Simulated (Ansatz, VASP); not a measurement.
This is a calculation of CdSe for VASP 6.6.1.

The input POSCAR:

```
CdSe
1.0
    0.0000000000      2.9303244279      2.9303244279
    2.9303244279      0.0000000000      2.9303244279
    2.9303244279      2.9303244279      0.0000000000
Cd Se
1 1
Direct
    0.0000000000      0.0000000000      0.0000000000
    0.5000000000      0.5000000000      0.5000000000
```

Contents of INCAR.step1:

```
ALGO = Normal ; EDIFF = 1E-5
ENCUT = 520 ; GGA = PE
ISIF = 2 ; ISMEAR = -1
LASPH = T ; LCHARG = F
LREAL = F ; LWAVE = T
NBANDS = 16 ; NELM = 80
PREC = Accurate ; SIGMA = 0.05
```

File INCAR.step2:

```
ALGO = Normal ; EDIFF = 1E-6
ENCUT = 520 ; GGA = PE
HFSCREEN = 0.2079 ; ISIF = 2
ISMEAR = -1 ; ISTART = 1
LASPH = T ; LCHARG = F
LHFCALC = T ; LREAL = F
LWAVE = F ; NBANDS = 16
NELM = 80 ; PREC = Accurate
PRECFOCK = Normal ; SIGMA = 0.05
```

The input KPOINTS:

```
k-points
0
Gamma
  6 6 6
```

Potentials or basis: VASP PAW PBE potentials, release 64 (Cd, Se).

Launch:

```bash
$ cat potpaw_PBE.64/Cd/POTCAR potpaw_PBE.64/Se/POTCAR > POTCAR
$ cp INCAR.step1 INCAR
$ mpirun -np 1 vasp_std > vasp.out
$ cp INCAR.step2 INCAR
$ mpirun -np 1 vasp_std > vasp.out
```

Task: Translate it to Ansatz 0.2.0. Potentials there: Ansatz PAW.

Result: As run (the cutoff follows the program's own potentials):

The input input:

```
crystal:
  lattice:
    - [0.0, 2.9303244279, 2.9303244279]
    - [2.9303244279, 0.0, 2.9303244279]
    - [2.9303244279, 2.9303244279, 0.0]
  atoms:
    - { symbol: Cd, position: [0.0, 0.0, 0.0] }
    - { symbol: Se, position: [0.5, 0.5, 0.5] }
hamiltonian:
  xc: hse06
  pseudopotentials: { kind: paw }
kpoints:
  mp_grid: { grid: [6, 6, 6] }
scf:
  occupations: { method: fermi_dirac, width: 0.05 }
output:
  forces: true
  stress: true
  eigenvalues: true
```

Both were run:

|  | VASP | Ansatz | Ansatz less VASP |
| --- | --- | --- | --- |
| gap on the k mesh at the Fermi level (eV) | 0.35 | 0.35 | 0.000 |
| least direct gap on the mesh (eV) | 1.23 | 1.25 | +0.020 |
| pressure (GPa) | -4.8 | -5.0 | -0.14 |

The functional is the same, so the differences come from potentials, cutoffs and numerics. VASP's potentials hold 18 valence electrons a cell and Ansatz's 36, so a difference there can come from the potentials and not from the codes.
